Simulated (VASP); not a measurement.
NiO2: single point with LDA

The system is NiO2.

```
CELL_PARAMETERS angstrom
2.84753 0.00000 0.00000
-1.42376 2.46603 0.00000
0.00000 0.00000 3.95949
ATOMIC_POSITIONS crystal
Ni 0.00000 0.00000 0.50000
O 0.66667 0.33333 0.68296
O 0.33333 0.66667 0.31704
```

This cell differs from its parent crystal: c/a of the conventional cell at fixed volume 1.3905.

```json
{
  "Program": "VASP 6.6.1",
  "Task": "single point",
  "Functional": "LDA",
  "Potentials or basis": "VASP PAW LDA potentials, release 64 (Ni, O)",
  "Cutoff": "520 eV",
  "k mesh": "12 × 12 × 6",
  "Occupations": "gaussian, width 0.05 eV",
  "Spin": "no spin polarisation"
}
```

| Quantity | Value |
| --- | --- |
| Pressure | 20.3 GPa |
| Largest force | 3.183 eV/Å |
| Band gap on the k mesh | 0.48 eV, indirect (least direct gap 0.89 eV) |

Forces on the atoms (eV/Å):
```
Ni   0.000  0.000  0.000
O    0.000  0.000  3.183
O    0.000  0.000 -3.183
```

Stress tensor (GPa, compression positive):
```
17.67  0.00  0.00
 0.00 17.67  0.00
 0.00  0.00 25.48
```

Levels at points of the mesh, in eV from the valence-band top:
```csv
k point,band 9,band 10,band 11,band 12,band 13,band 14
"(0.00, 0.00, 0.00)",-1.88,-1.32,-0.28,2.15,2.15,7.52
"(0.50, 0.00, 0.00)",-2.44,-2.25,-1.22,1.01,2.32,12.01
"(0.00, 0.00, 0.50)",-1.95,-1.95,0.00,2.23,2.23,9.40
"(0.50, 0.00, 0.50)",-2.35,-1.30,-1.30,0.98,2.17,10.43
```

It took 69 s on 1 thread of Intel(R) Xeon(R) Platinum 8375C CPU @ 2.90GHz (Ice Lake), on a shared host, peak memory 0.16 GiB.

Caveat: forces of over 1 eV/Å act on the atoms, so gaps and moduli don't describe the material at rest. A k mesh can miss the band edges.
